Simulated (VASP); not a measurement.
# NaCl (Fm-3m) in VASP: further runs, part 2 of 2

VASP 6.6.1. Earlier steps stand in the parts before.

## 6. Single point, PBE-based screened hybrid

Contents of POSCAR:

```
NaCl
1.0
    0.0000000000      2.7940632177      2.7940632177
    2.7940632177      0.0000000000      2.7940632177
    2.7940632177      2.7940632177      0.0000000000
Cl Na
1 1
Direct
    0.5000000000      0.5000000000      0.5000000000
    0.0000000000      0.0000000000      0.0000000000
```

Contents of INCAR.step1:

```
  ALGO = Normal
  EDIFF = 1E-5
  ENCUT = 520
  GGA = PE
  ISIF = 2
  ISMEAR = -1
  LASPH = True
  LCHARG = False
  LREAL = False
  LWAVE = True
  NBANDS = 14
  NELM = 80
  PREC = Accurate
  SIGMA = 0.05
```

Contents of INCAR.step2:

```
  AEXX = 0.25
  ALGO = Normal
  EDIFF = 1E-6
  ENCUT = 520
  GGA = PE
  HFSCREEN = 0.6
  ISIF = 2
  ISMEAR = -1
  ISTART = 1
  LASPH = True
  LCHARG = False
  LHFCALC = True
  LREAL = False
  LWAVE = False
  NBANDS = 14
  NELM = 80
  PREC = Accurate
  PRECFOCK = Normal
  SIGMA = 0.05
```

Contents of KPOINTS:

```
k-points
0
Gamma
  4 4 4
```

Potentials or basis: VASP PAW PBE potentials, release 64 (Cl, Na_pv).

Command:

```console
$ cat potpaw_PBE.64/Cl/POTCAR potpaw_PBE.64/Na_pv/POTCAR > POTCAR
$ cp INCAR.step1 INCAR
$ mpirun -np 1 vasp_std > vasp.out
$ cp INCAR.step2 INCAR
$ mpirun -np 1 vasp_std > vasp.out
```

OUTCAR:

```text
AEXX = 0.25
   EDIFF = 1E-6
   ENCUT = 520
   GGA = PE
   HFSCREEN = 0.6
   ISIF = 2
   ISMEAR = -1
   ISTART = 1
   LASPH = True
   LHFCALC = True
   LREAL = False
   NELM = 80
   PREC = Accurate
   PRECFOCK = Normal

 ion  position               nearest neighbor table
   1  0.500  0.500  0.500-
   2  0.000  0.000  0.000-

  LATTYP: Found a face centered cubic cell.
 ALAT       =     5.5881264354

  Lattice vectors:

 A1 = (   0.0000000000,   2.7940632177,   2.7940632177)
 A2 = (   2.7940632177,   0.0000000000,   2.7940632177)
 A3 = (   2.7940632177,   2.7940632177,   0.0000000000)

Analysis of symmetry for initial positions (statically):
=====================================================================
 Subroutine PRICEL returns:
 Original cell was already a primitive cell.

 Routine SETGRP: Setting up the symmetry group for a
 face centered cubic supercell.

 Subroutine GETGRP returns: Found 48 space group operations
 (whereof 48 operations were pure point group operations)
 out of a pool of 48 trial point group operations.

The static configuration has the point symmetry O_h .

Analysis of symmetry for dynamics (positions and initial velocities):
=====================================================================
 Subroutine PRICEL returns:
 Original cell was already a primitive cell.

 Routine SETGRP: Setting up the symmetry group for a
 face centered cubic supercell.

 Subroutine GETGRP returns: Found 48 space group operations
 (whereof 48 operations were pure point group operations)
 out of a pool of 48 trial point group operations.

The dynamic configuration has the point symmetry O_h .

 Subroutine INISYM returns: Found 48 space group operations
 (whereof 48 operations are pure point group operations),
 and found     1 'primitive' translations

[... 108 lines left out ...]
   NKREDZ  =     1    reduce k-point grid by
   AEXX    =    0.2500 exact exchange contribution
   HFSCREEN=    0.6000 screening length (either q_TF or 0.3 A-1)
   HFSCREENC=   0.6000 screening length for correlation (either q_TF or 0.3 A-1)
   ENCUTFOCK=  -1.0 apply spherical cutoff to Coloumb kernel
   IVDW    =     0    specifies the selected vdW correction
   LEPSILON=     F    determine dielectric tensor
   LRPA    =     F    only Hartree local field effects (RPA)
 non-spin polarized calculation
  energy-cutoff  :      520.00
  volume of cell :       43.63
 maximum number of plane-waves:      1211
 NGX is ok and might be reduce to    30
  NGX = 24; NGY = 24; NGZ = 24

 number of electron      14.0000007 magnetization

 Free energy of the ion-electron system (eV)
  ---------------------------------------------------
  ext. energy  EPLUGINS =         0.00000000
  ---------------------------------------------------
  free energy    TOTEN  =        -7.28787708 eV

  energy without entropy =       -7.28787708  energy(sigma->0) =       -7.28787708

 E-fermi :   0.0221     XC(G=0):  -7.3829

 val. band max:       -1.0583379364   @ k =   0.0000   0.0000   0.0000
 cond. band min:       4.7497193696   @ k =   0.0000   0.0000   0.0000
 fundamental gap:      5.8080573060
 Fermi energy:         0.0221426647

 k-point     1 :       0.0000    0.0000    0.0000
  band No.  band energies     occupation
      1     -23.6279      2.00000
      2     -23.6279      2.00000
      3     -23.6279      2.00000
      4     -14.6689      2.00000
      5      -1.0583      2.00000
      6      -1.0583      2.00000
      7      -1.0583      2.00000
      8       4.7497      0.00000
      9      10.7319      0.00000
     10      10.7319      0.00000
     11      10.7319      0.00000
     12      13.0226      0.00000
     13      13.0226      0.00000
     14      14.5471      0.00000
[... 105 lines left out ...]
      1     -23.6418      2.00000
      2     -23.6418      2.00000
      3     -23.6381      2.00000
      4     -14.2308      2.00000
      5      -2.3197      2.00000
      6      -2.3197      2.00000
      7      -1.8564      2.00000
      8       8.5336      0.00000
      9       9.3398      0.00000
     10       9.3398      0.00000
     11      11.1260      0.00000
     12      15.6517      0.00000
     13      15.6517      0.00000
     14      16.2669      0.00000

------------------------ aborting loop because EDIFF is reached ----------------------------------------

  FORCE on cell =-STRESS in cart. coord.  units (eV):
  Direction    XX          YY          ZZ          XY          YZ          ZX
  --------------------------------------------------------------------------------------
  -------------------------------------------------------------------------------------
  Total        0.3091438      0.3091438      0.3091438     -0.0000000      0.0000000     -0.0000000
  in kB       11.3535698     11.3535698     11.3535698     -0.0000000      0.0000000     -0.0000000
  external PRESSURE =      11.3535698 kB  Pullay stress =       0.0000000 kB

 VOLUME and BASIS-vectors are now :
 -----------------------------------------------------------------------------
  energy-cutoff  :      520.00
  volume of cell :       43.63
      direct lattice vectors                 reciprocal lattice vectors
     0.000000000  2.794063218  2.794063218    -0.178950854  0.178950854  0.178950854
     2.794063218  0.000000000  2.794063218     0.178950854 -0.178950854  0.178950854
     2.794063218  2.794063218  0.000000000     0.178950854  0.178950854 -0.178950854

 POSITION                                       TOTAL-FORCE (eV/Angst)
 -----------------------------------------------------------------------------------
      2.79406      2.79406      2.79406         0.000000     -0.000000      0.000000
      0.00000      0.00000      0.00000        -0.000000      0.000000     -0.000000
 -----------------------------------------------------------------------------------
    total drift:                                0.000002      0.000002      0.000002

  FREE ENERGIE OF THE ION-ELECTRON SYSTEM (eV)
  ---------------------------------------------------
  free  energy   TOTEN  =        -7.2878770762 eV

  energy  without entropy=       -7.2878770762  energy(sigma->0) =       -7.28787708
```

OUTCAR.step1:

```text
EDIFF = 1E-5
   ENCUT = 520
   GGA = PE
   ISIF = 2
   ISMEAR = -1
[... 338 lines left out ...]
 -----------------------------------------------------------------------------------
      2.79406      2.79406      2.79406         0.000000     -0.000000     -0.000000
      0.00000      0.00000      0.00000        -0.000000      0.000000      0.000000
 -----------------------------------------------------------------------------------
    total drift:                               -0.000000      0.000000      0.000000

  FREE ENERGIE OF THE ION-ELECTRON SYSTEM (eV)
  ---------------------------------------------------
  free  energy   TOTEN  =        -6.7639030560 eV

  energy  without entropy=       -6.7639030559  energy(sigma->0) =       -6.76390306
```

Run time: 5.2 min. Hardware: 1 thread of Intel Xeon Platinum 8259CL at 2.50GHz (Skylake/Cascade Lake), shared host; peak memory 0.26 GiB.

Results:

- Free energy: -7.2879 eV
- Pressure: 1.1 GPa
- Band gap on the k mesh: 5.81 eV, direct

Caveat: the k points lie up to 0.49 Å⁻¹ apart; the PAW data sets were made with another functional, which shifts forces and pressure a little.

## 7. Summary

| screening parameter | gap on the mesh (eV) | pressure (GPa) |
| --- | --- | --- |
| 0.15 1/Å | 6.77 | 1.0 |
| 0.2 1/Å | 6.61 | 1.0 |
| 0.3 1/Å | 6.35 | 1.0 |
| 0.4 1/Å | 6.13 | 1.1 |
| 0.6 1/Å | 5.81 | 1.1 |

Alike in all rows: task single point; level PBE-based screened hybrid; potentials or basis VASP PAW PBE potentials, release 64 (Cl, Na_pv); no spin polarisation; cell as given; k mesh 4 × 4 × 4; cutoff (eV) 520; smearing fermi-dirac 0.05 eV.

Caveats: all runs use coarse meshes; the PAW data sets were made with another functional, which shifts forces and pressure a little.

Total energies depend on the potentials used, so only differences within one code and one set of settings carry meaning.
